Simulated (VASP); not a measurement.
Crystal: AlN.

```
CELL_PARAMETERS angstrom
3.08862 0.00000 -0.46329
-1.54431 2.67482 0.23165
-0.74154 0.00000 4.74584
ATOMIC_POSITIONS crystal
Al 0.33333 0.66667 0.00152
Al 0.66667 0.33333 0.50152
N 0.33333 0.66667 0.38348
N 0.66667 0.33333 0.88348
```

This cell differs from its parent crystal: engineering shear strain xz -0.3000, normal strain along z -0.0400.

| Property | Result |
| --- | --- |
| Program | VASP 6.6.1 |
| Task | relaxation of the atoms |
| Functional | LDA |
| Potentials or basis | VASP PAW LDA potentials, release 64 (Al, N) |
| Cutoff | 520 eV |
| k mesh | 9 × 9 × 6 |
| Occupations | gaussian, width 0.05 eV |
| Spin | no spin polarisation |

At the start: pressure 18.4 GPa; volume 9.57 Å³/atom.

**Question.** Where does the relaxation end?

**Answer.** Over 11 steps the energy falls by 73.2 meV/atom at a fixed cell; space group Cc (No. 9, to 0.1 Å) before and after.

Step by step:
| step | energy change (eV) | largest force (eV/Å) | pressure (GPa) |
| --- | --- | --- | --- |
| 1 | 0.0000 | 2.6386 | 18.45 |
| 2 | 0.0081 | 2.6353 | 14.22 |
| 3 | -0.2739 | 0.5021 | 13.58 |
| 4 | -0.2884 | 0.1994 | 12.24 |
| 5 | -0.2885 | 0.1710 | 12.32 |
| 6 | -0.2903 | 0.0953 | 12.17 |
| 7 | -0.2905 | 0.1396 | 12.09 |
| 8 | -0.2919 | 0.0874 | 12.12 |
| 9 | -0.2928 | 0.0356 | 12.18 |
| 10 | -0.2929 | 0.0103 | 12.21 |
| 11 | -0.2929 | 0.0086 | 12.21 |

Final structure:
```cif
data_structure
_symmetry_space_group_name_H-M 'P 1'
_symmetry_Int_Tables_number 1
_cell_length_a 3.1232
_cell_length_b 3.0973
_cell_length_c 4.8034
_cell_angle_alpha 81.323
_cell_angle_beta 107.411
_cell_angle_gamma 120.277
_cell_volume 38.29
loop_
_atom_site_label
_atom_site_type_symbol
_atom_site_fract_x
_atom_site_fract_y
_atom_site_fract_z
_atom_site_occupancy
Al1 Al 0.35205 0.66528 0.00356 1
Al2 Al 0.68676 0.33472 0.50356 1
N1 N 0.32426 0.68733 0.38144 1
N2 N 0.63693 0.31267 0.88144 1
```

Caveat: the cell differs from its parent crystal (engineering shear strain xz -0.3000, normal strain along z -0.0400).
